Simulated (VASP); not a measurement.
# SiC (Moissanite) (P6_3mc) in VASP: further runs

Aim: see how the results for SiC (Moissanite) move with the level of theory and the settings. Levels: LDA, RPBE+D3(BJ), BLYP+D3(BJ). Tasks: single point.

Everything below comes from runs of VASP 6.6.1. Logs are shortened: lines on timing, memory, paths and dates and some standing lists are left out, and cuts for length are marked.

## (1) The cell of the first run

It takes space group P6_3mc (No. 186, hexagonal). Conventional cell: a = 3.116 Å, b = 3.116 Å, c = 5.114 Å, α = 90.00°, β = 90.00°, γ = 120.00°. Si (site symmetry 3m) has 4 C at 1.89 to 1.97 Å within 2.5 Å. Within 2.5 Å of C (site symmetry 3m) lie 4 Si at 1.89 to 1.97 Å.

## (2) Single point, LDA (volume scaled by 1.04)

INCAR

```
SYSTEM = SiC
ALGO = Normal ; EDIFF = 1E-6
ENCUT = 520 ; ISIF = 2
ISMEAR = -1 ; LASPH = .True.
LCHARG = .False. ; LREAL = .False.
LWAVE = .False. ; NBANDS = 16
NELM = 60 ; PREC = Accurate
SIGMA = 0.05
```

KPOINTS

```
k-points
0
Gamma
  10 10 5
  0 0 0
```

POSCAR

```
SiC
1.0
    3.1164783262      0.0000000000      0.0000000000
   -1.5582391631      2.6989494007      0.0000000000
    0.0000000000      0.0000000000      5.1144286705
Si C
2 2
Direct
    0.6666666667      0.3333333333      0.5000000000
    0.3333333333      0.6666666667      0.0000000000
    0.6666666667      0.3333333333      0.8850000000
    0.3333333333      0.6666666667      0.3850000000
```

Potentials or basis: VASP PAW LDA potentials, release 64 (Si, C).

The run is started by

```bash
> cat potpaw_LDA.64/Si/POTCAR potpaw_LDA.64/C/POTCAR > POTCAR
> mpirun -np 1 vasp_std > vasp.out
```

OUTCAR:

```text
SYSTEM = SiC
   EDIFF = 1E-6
   ENCUT = 520
   ISIF = 2
   ISMEAR = -1
   LASPH = .True.
   LREAL = .False.
   NELM = 60
   PREC = Accurate

 ion  position               nearest neighbor table
   1  0.667  0.333  0.500-   4 1.89   4 1.89   4 1.89   3 1.97   2 3.13   2 3.13   2 3.13   2 3.13
                             2 3.13   2 3.13
   2  0.333  0.667  0.000-   3 1.89   3 1.89   3 1.89   4 1.97   1 3.13   1 3.13   1 3.13   1 3.13
                             1 3.13   1 3.13
   3  0.667  0.333  0.885-   2 1.89   2 1.89   2 1.89   1 1.97
   4  0.333  0.667  0.385-   1 1.89   1 1.89   1 1.89   2 1.97

  LATTYP: Found a hexagonal cell.
 ALAT       =     3.1164783262
 C/A-ratio  =     1.6410923277

  Lattice vectors:

 A1 = (   3.1164783262,   0.0000000000,   0.0000000000)
 A2 = (  -1.5582391631,   2.6989494007,   0.0000000000)
 A3 = (   0.0000000000,   0.0000000000,   5.1144286705)

Analysis of symmetry for initial positions (statically):
=====================================================================
 Subroutine PRICEL returns:
 Original cell was already a primitive cell.

 Routine SETGRP: Setting up the symmetry group for a
 hexagonal supercell.

 Subroutine GETGRP returns: Found 12 space group operations
 (whereof  6 operations were pure point group operations)
 out of a pool of 24 trial point group operations.

The static configuration has the point symmetry C_3v.
 The point group associated with its full space group is C_6v.

Analysis of symmetry for dynamics (positions and initial velocities):
=====================================================================
 Subroutine PRICEL returns:
 Original cell was already a primitive cell.

 Routine SETGRP: Setting up the symmetry group for a
 hexagonal supercell.

 Subroutine GETGRP returns: Found 12 space group operations
 (whereof  6 operations were pure point group operations)
 out of a pool of 24 trial point group operations.

The dynamic configuration has the point symmetry C_3v.
 The point group associated with its full space group is C_6v.

 Subroutine INISYM returns: Found 12 space group operations
 (whereof  6 operations are pure point group operations),
 and found     1 'primitive' translations

----------------------------------------------------------------------------------------

                                     Primitive cell

  volume of cell :      43.0186

  direct lattice vectors                    reciprocal lattice vectors
[... 93 lines left out ...]
   EDIFFG = 0.1E-04   stopping-criterion for IOM
   NSW    =      0    number of steps for IOM
   IBRION =     -1    ionic relax: 0-MD 1-quasi-New 2-CG
   NFREE  =      0    steps in history (QN), initial steepest desc. (CG)
   ISIF   =      2    stress and relaxation
   ISYM   =      2    0-nonsym 1-usesym 2-fastsym
   POTIM  = 0.5000    time-step for ionic-motion
   TEBEG  =    0.0;   TEEND  =   0.0 temperature during run
   PSTRESS=    0.0 pullay stress
   NELECT =      16.0000    total number of electrons
   NUPDOWN=      -1.0000    fix difference up-down
   EMIN   =  10.00;   EMAX   =-10.00  energy-range for DOS
   EFERMI =   0.00;   METHOD = LEGACY
   ISMEAR =    -1;   SIGMA  =   0.05  broadening in eV -4-tet -1-fermi 0-gaus
   EFERMI_NEDOS =   21; number of points for ismear=-14 and -15
   IALGO  =     38    algorithm
   IMIX   =      4    mixing-type and parameters
     AMIX     =   0.40;   BMIX     =  1.00
     AMIX_MAG =   1.60;   BMIX_MAG =  1.00
  volume/ion in A,a.u.               =      10.75        72.58
  Fermi-wavevector in a.u.,A,eV,Ry     =   1.177324  2.224821 18.858938  1.386093
  Thomas-Fermi vector in A             =   2.313673
   LORBIT       =      0    0 simple, 1 ext, 2 COOP (PROOUT), +10 PAW based schemes
   GGA     = CA    functional components
   LHFCALC =     F    Hartree Fock is set to
   AEXX    =    0.0000 exact exchange contribution
   IVDW    =     0    specifies the selected vdW correction
   LEPSILON=     F    determine dielectric tensor
   LRPA    =     F    only Hartree local field effects (RPA)
 non-spin polarized calculation
  energy-cutoff  :      520.00
  volume of cell :       43.02
 maximum number of plane-waves:      1183
 NGX is ok and might be reduce to    24
   NGX = 11   NGY = 11   NGZ = 19

 number of electron      16.0000000 magnetization

 Free energy of the ion-electron system (eV)
  ---------------------------------------------------
  ext. energy  EPLUGINS =         0.00000000
  ---------------------------------------------------
  free energy    TOTEN  =       -33.15434215 eV

  energy without entropy =      -33.15434215  energy(sigma->0) =      -33.15434215

 E-fermi :   8.8690     XC(G=0): -11.3837

 val. band max:        7.9162847560   @ k =   0.0000   0.0000   0.0000
 cond. band min:      10.3334286003   @ k =   0.3000   0.3000   0.0000
 fundamental gap:      2.4171438443
 Fermi energy:         8.8690157740

 k-point     1 :       0.0000    0.0000    0.0000
  band No.  band energies     occupation
      1      -7.4091      2.00000
      2      -4.0044      2.00000
      3      -0.5664      2.00000
      4       6.3834      2.00000
      5       6.3834      2.00000
      6       7.6412      2.00000
[... 433 lines left out ...]
      3      -0.2452      2.00000
      4       1.2188      2.00000
      5       3.2720      2.00000
      6       4.0638      2.00000
[... 8 lines left out ...]
     15      18.7528      0.00000
     16      20.0400      0.00000

 [... further k-points ...]

------------------------ aborting loop because EDIFF is reached ----------------------------------------

  FORCE on cell =-STRESS in cart. coord.  units (eV):
  Direction    XX          YY          ZZ          XY          YZ          ZX
  --------------------------------------------------------------------------------------
  -------------------------------------------------------------------------------------
  Total       -2.8093462     -2.8093462     -3.5634757      0.0000000      0.0000000      0.0000000
  in kB     -104.6308760   -104.6308759   -132.7175636      0.0000000      0.0000000      0.0000000
  external PRESSURE =    -113.9931052 kB  Pullay stress =       0.0000000 kB

 VOLUME and BASIS-vectors are now :
 -----------------------------------------------------------------------------
  energy-cutoff  :      520.00
  volume of cell :       43.02
      direct lattice vectors                 reciprocal lattice vectors
     3.116478326  0.000000000  0.000000000     0.320875005  0.185257271  0.000000000
    -1.558239163  2.698949401  0.000000000     0.000000000  0.370514542  0.000000000
     0.000000000  0.000000000  5.114428670     0.000000000  0.000000000  0.195525261

 POSITION                                       TOTAL-FORCE (eV/Angst)
 -----------------------------------------------------------------------------------
      1.55824      0.89965      2.55721        -0.000000      0.000000      0.675910
     -0.00000      1.79930      0.00000         0.000000     -0.000000      0.675910
      1.55824      0.89965      4.52627        -0.000000     -0.000000     -0.675910
     -0.00000      1.79930      1.96906        -0.000000      0.000000     -0.675910
 -----------------------------------------------------------------------------------
    total drift:                               -0.000000     -0.000000      0.000099

  FREE ENERGIE OF THE ION-ELECTRON SYSTEM (eV)
  ---------------------------------------------------
  free  energy   TOTEN  =       -33.1543421513 eV

  energy  without entropy=      -33.1543421513  energy(sigma->0) =      -33.15434215
```

OSZICAR:

```text
N       E                     dE             d eps       ncg     rms          rms(c)
DAV:   1     0.235699409239E+02    0.23570E+02   -0.70668E+03  1344   0.891E+02
DAV:   2    -0.342186791329E+02   -0.57789E+02   -0.52672E+02  1904   0.157E+02
DAV:   3    -0.370020435945E+02   -0.27834E+01   -0.27713E+01  1752   0.320E+01
DAV:   4    -0.370252308149E+02   -0.23187E-01   -0.23184E-01  1656   0.362E+00
DAV:   5    -0.370254805462E+02   -0.24973E-03   -0.24972E-03  1776   0.355E-01    0.123E+01
DAV:   6    -0.332779640795E+02    0.37475E+01   -0.68532E+00  1720   0.160E+01    0.557E+00
DAV:   7    -0.331998210363E+02    0.78143E-01   -0.10900E+00  1896   0.605E+00    0.238E+00
DAV:   8    -0.331599045737E+02    0.39916E-01   -0.57546E-02  1512   0.147E+00    0.673E-01
DAV:   9    -0.331542586647E+02    0.56459E-02   -0.75632E-03  1776   0.595E-01    0.114E-01
DAV:  10    -0.331543377076E+02   -0.79043E-04   -0.65670E-04  1576   0.154E-01    0.642E-02
DAV:  11    -0.331543431044E+02   -0.53968E-05   -0.28265E-05  1768   0.378E-02    0.148E-02
DAV:  12    -0.331543421513E+02    0.95305E-06   -0.67306E-06  1680   0.160E-02
   1 F= -.33154342E+02 E0= -.33154342E+02  d E =-.340131E-10
```

stdout:

```text
POSCAR found type information on POSCAR SiC
 POSCAR found :  2 types and       4 ions
 scaLAPACK will be used
 LDA part: xc-table for (Slater(with rela. corr.)+CA(PZ))
 , standard interpolation
 POSCAR, INCAR and KPOINTS ok, starting setup
 FFT: planning ... GRIDC
 FFT: planning ... GRID_SOFT
 FFT: planning ... GRID
 WAVECAR not read
 entering main loop
```

Wall time 36 s (1 thread of AMD EPYC 7R13 (Zen 3), shared host); peak memory 0.11 GiB.

What came out:

* Free energy: -33.1543 eV
* Pressure: -11.4 GPa
* Largest force: 0.676 eV/Å
* Band gap on the k mesh: 2.42 eV, indirect (least direct gap 3.89 eV)

Forces on the atoms (eV/Å):
```
Si   0.000  0.000  0.676
Si   0.000  0.000  0.676
C    0.000  0.000 -0.676
C    0.000  0.000 -0.676
```

Caveat: the cell differs from its parent crystal (volume scaled by 1.04). A k mesh can miss the band edges.

## (3) Single point, RPBE+D3(BJ)

This run uses another cell than the first one, of 9.63 Å³/atom, 0.896 times its volume.

INCAR

```
ALGO = Normal
EDIFF = 1E-6
ENCUT = 520
GGA = RP
ISIF = 2
ISMEAR = -1
IVDW = 12
LASPH = True
LCHARG = False
LREAL = False
LWAVE = False
NBANDS = 16
NELM = 100
PREC = Accurate
SIGMA = 0.05
```

KPOINTS

```
k-points
0
Gamma
  10 10 5
```

POSCAR

```
SiC
1.0
    3.0055731246      0.0000000000      0.0000000000
   -1.5027865623      2.6029026788      0.0000000000
    0.0000000000      0.0000000000      4.9243479460
Si C
2 2
Direct
    0.6666666667      0.3333333333      0.5045194951
    0.3333333333      0.6666666667      0.0045194951
    0.6666666667      0.3333333333      0.8804805049
    0.3333333333      0.6666666667      0.3804805049
```

Potentials or basis: VASP PAW PBE potentials, release 64 (Si, C).

The run is started by

```bash
> cat potpaw_PBE.64/Si/POTCAR potpaw_PBE.64/C/POTCAR > POTCAR
> mpirun -np 1 vasp_std > vasp.out
```

OUTCAR:

```text
EDIFF = 1E-6
   ENCUT = 520
   GGA = RP
   ISIF = 2
   ISMEAR = -1
   IVDW = 12
   LASPH = True
   LREAL = False
   NELM = 100
   PREC = Accurate
 IVDW          = 12

 ion  position               nearest neighbor table
   1  0.667  0.333  0.505-   4 1.84   4 1.84   4 1.84   3 1.85   2 3.01   2 3.01   2 3.01   2 3.01
                             2 3.01   2 3.01
   2  0.333  0.667  0.005-   3 1.84   3 1.84   3 1.84   4 1.85   1 3.01   1 3.01   1 3.01   1 3.01
                             1 3.01   1 3.01
[... 665 lines left out ...]
  Direction    XX          YY          ZZ          XY          YZ          ZX
  --------------------------------------------------------------------------------------
  -------------------------------------------------------------------------------------
  Total      -0.15791    -0.15791    -0.15913     0.00000     0.00000     0.00000
  in kB      -6.56736    -6.56736    -6.61804     0.00000     0.00000     0.00000
  external pressure =       -6.58 kB  Pullay stress =        0.00 kB

 VOLUME and BASIS-vectors are now :
 -----------------------------------------------------------------------------
  energy-cutoff  :      520.00
  volume of cell :       38.52
      direct lattice vectors                 reciprocal lattice vectors
     3.005573125  0.000000000  0.000000000     0.332715245  0.192093237  0.000000000
    -1.502786562  2.602902679  0.000000000     0.000000000  0.384186473  0.000000000
     0.000000000  0.000000000  4.924347946     0.000000000  0.000000000  0.203072571

 POSITION                                       TOTAL-FORCE (eV/Angst)
 -----------------------------------------------------------------------------------
      1.50279      0.86763      2.48443         0.000000     -0.000000     -0.001218
     -0.00000      1.73527      0.02226         0.000000      0.000000     -0.001218
      1.50279      0.86763      4.33579         0.000000     -0.000000      0.001218
     -0.00000      1.73527      1.87362        -0.000000      0.000000      0.001218
 -----------------------------------------------------------------------------------
    total drift:                                0.000000      0.000000     -0.000342

  FREE ENERGIE OF THE ION-ELECTRON SYSTEM (eV)
  ---------------------------------------------------
  free  energy   TOTEN  =       -33.3124736062 eV

  energy  without entropy=      -33.3124736062  energy(sigma->0) =      -33.31247361
```

OSZICAR:

```text
N       E                     dE             d eps       ncg     rms          rms(c)
DAV:   1     0.261566663234E+02    0.26157E+02   -0.73035E+03  1344   0.907E+02
DAV:   2    -0.299707947180E+02   -0.56127E+02   -0.51497E+02  1920   0.160E+02
DAV:   3    -0.323141607907E+02   -0.23434E+01   -0.23348E+01  1784   0.300E+01
DAV:   4    -0.323296158801E+02   -0.15455E-01   -0.15453E-01  1672   0.301E+00
DAV:   5    -0.323297565295E+02   -0.14065E-03   -0.14065E-03  1792   0.269E-01    0.144E+01
DAV:   6    -0.284740317959E+02    0.38557E+01   -0.64791E+00  1680   0.158E+01    0.697E+00
DAV:   7    -0.283559057616E+02    0.11813E+00   -0.13188E+00  1888   0.679E+00    0.278E+00
DAV:   8    -0.283468130400E+02    0.90927E-02   -0.53120E-02  1528   0.146E+00    0.706E-01
DAV:   9    -0.283468501372E+02   -0.37097E-04   -0.81759E-03  1808   0.642E-01    0.137E-01
DAV:  10    -0.283473200793E+02   -0.46994E-03   -0.10639E-03  1696   0.196E-01    0.588E-02
DAV:  11    -0.283473497146E+02   -0.29635E-04   -0.14020E-04  1528   0.838E-02    0.778E-03
DAV:  12    -0.283473519183E+02   -0.22037E-05   -0.87797E-06  1864   0.192E-02    0.393E-03
DAV:  13    -0.283473525205E+02   -0.60214E-06   -0.61842E-07  1240   0.535E-03
   1 F= -.33312474E+02 E0= -.33312474E+02  d E =-.181250E-10
```

stdout:

```text
POSCAR found type information on POSCAR SiC
 POSCAR found :  2 types and       4 ions
 scaLAPACK will be used
 -----------------------------------------------------------------------------
|                                                                             |
|                                                                             |
|     You enforced a specific xc type in the INCAR file but a different       |
|     I HOPE YOU KNOW WHAT YOU ARE DOING!                                     |
|                                                                             |
 -----------------------------------------------------------------------------

 LDA part: xc-table for (Slater+PW92), standard interpolation
 POSCAR, INCAR and KPOINTS ok, starting setup
 FFT: planning ... GRIDC
 FFT: planning ... GRID_SOFT
 FFT: planning ... GRID
 WAVECAR not read
 entering main loop
```

It took 16 s on 1 thread of Intel Xeon Platinum 8488C (Sapphire Rapids), shared host; peak memory 0.17 GiB.

What came out:

| Item | Value |
| --- | --- |
| Free energy | -33.3125 eV |
| Pressure | -0.7 GPa |
| Band gap on the k mesh | 2.36 eV, indirect (least direct gap 4.13 eV) |
| Dispersion energy per atom | -1.241 eV |

Levels at points of the mesh, in eV from the valence-band top:
```
           k point  band 4  band 5  band 6  band 7  band 8  band 9  band 10  band 11  band 12  band 13
(0.00, 0.00, 0.00)   -1.35   -1.35   -0.10    0.00    0.00    5.43     7.02     7.14     7.14     8.44
(0.50, 0.00, 0.00)   -6.44   -5.67   -3.47   -3.46   -1.20    2.92     4.33     7.43     7.48    10.71
```

Caveat: the PAW data sets were made with another functional, which shifts forces and pressure a little. Expect the measured gap to be larger: semilocal functionals such as RPBE lack the derivative discontinuity.

(Part 1 of 2 ends here.)
